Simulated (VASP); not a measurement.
Wanted: the native input for a VASP 6.6.1 run.

| Quantity | Value |
| --- | --- |
| Task | single point |
| Functional | PBE |
| Potentials or basis | VASP PAW PBE potentials, release 64 (Sn_d, Pb_d, O) |
| Cutoff | 520 eV |
| k mesh | 4 × 4 × 4 |
| Occupations | gaussian, width 0.1 eV |
| Spin | no spin polarisation |
| Dipole correction | no |
| Further INCAR settings | ALGO = Normal; EDIFF = 1e-06; NBANDS = 50 |

The structure of SnPb3O4 lies in POSCAR:

```
SnPb3O4
1.0
    5.6614518487      0.0000000000      0.0000000000
    0.0000000000      5.6614518487      0.0000000000
    0.0000000000      0.0000000000      5.3719522660
Sn Pb O
1 3 4
Direct
    0.0000000000      0.0000000000      0.7985340538
    0.0000000000      0.5000000000      0.2255384354
    0.5000000000      0.0000000000      0.2255384354
    0.5000000000      0.5000000000      0.7720306486
    0.7546674876      0.7546674876     -0.0054103933
    0.2453325124      0.2453325124     -0.0054103933
    0.7546674876      0.2453325124     -0.0054103933
    0.2453325124      0.7546674876     -0.0054103933
```

One way to write it, as run:

INCAR

```
PREC = Accurate
ENCUT = 520
EDIFF = 1E-6
ISMEAR = 0
SIGMA = 0.1
LREAL = False
LASPH = True
NELM = 80
ALGO = Normal
ISIF = 2
LWAVE = False
LCHARG = False
GGA = PE
NBANDS = 50
```

KPOINTS

```
regular mesh
0
Gamma
  4 4 4
```

Potentials or basis: VASP PAW PBE potentials, release 64 (Sn_d, Pb_d, O).

Run with:

```bash
$ cat potpaw_PBE.64/Sn_d/POTCAR potpaw_PBE.64/Pb_d/POTCAR potpaw_PBE.64/O/POTCAR > POTCAR
$ mpirun -np 1 vasp_std > vasp.out
```

It gave:

```yaml
Pressure: 0.2 GPa
Largest_force: 0.099 eV/Å
Band_gap_on_the_k_mesh: 1.26 eV
```

Caveat: spin-orbit coupling is left out, which moves the levels of the heavy elements.

It took 110 s on 1 thread of Intel(R) Xeon(R) Platinum 8375C CPU @ 2.90GHz (Ice Lake), on a shared host, peak memory 0.33 GiB.
